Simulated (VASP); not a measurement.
Here is a VASP 6.6.1 calculation.

The input INCAR:

```
SYSTEM = Ag
PREC = Accurate
ENCUT = 520
EDIFF = 1E-6
ISMEAR = 0
SIGMA = 0.05
LREAL = .FALSE.
LASPH = .TRUE.
NELM = 100
ALGO = Normal
ISIF = 2
LWAVE = .FALSE.
LCHARG = .TRUE.
GGA = PE
LELF = .TRUE.
LVHAR = .TRUE.
NBANDS = 60
```

The input KPOINTS:

```
regular mesh
0
G
  1 1 13
  0 0 0
```

POSCAR

```
Ag
1.0
   13.1000000000      0.0000000000      0.0000000000
    0.0000000000     13.4000000000      0.0000000000
    0.0000000000      0.0000000000      4.1471786766
Ag
9
Direct
    0.5000000000      0.5000000000      0.0000000000
    0.5000000000      0.3452545270      0.5000000000
    0.5000000000      0.6547454730      0.5000000000
    0.3417107375      0.5000000000      0.5000000000
    0.6582892625      0.5000000000      0.5000000000
    0.3417107375      0.3452545270      0.0000000000
    0.3417107375      0.6547454730      0.0000000000
    0.6582892625      0.3452545270      0.0000000000
    0.6582892625      0.6547454730      0.0000000000
```

Potentials or basis: VASP PAW PBE potentials, release 64 (Ag).

Launch:

```bash
$ cat potpaw_PBE.64/Ag/POTCAR > POTCAR
$ mpirun -np 1 vasp_std > vasp.out
```

Problem. Estimate the band gap on the k mesh.

Solution. Zero (an odd number of electrons rules out a gap without spin polarisation).

Problem. Estimate the largest force.

Solution. 0.500 eV/Å.

Forces in eV/Å, atoms in the order of the input:
```
Ag   0.000  0.000  0.000
Ag   0.000  0.130  0.000
Ag   0.000 -0.130  0.000
Ag   0.129  0.000  0.000
Ag  -0.129  0.000  0.000
Ag   0.353  0.354  0.000
Ag   0.353 -0.354  0.000
Ag  -0.353  0.354  0.000
Ag  -0.353 -0.354  0.000
```
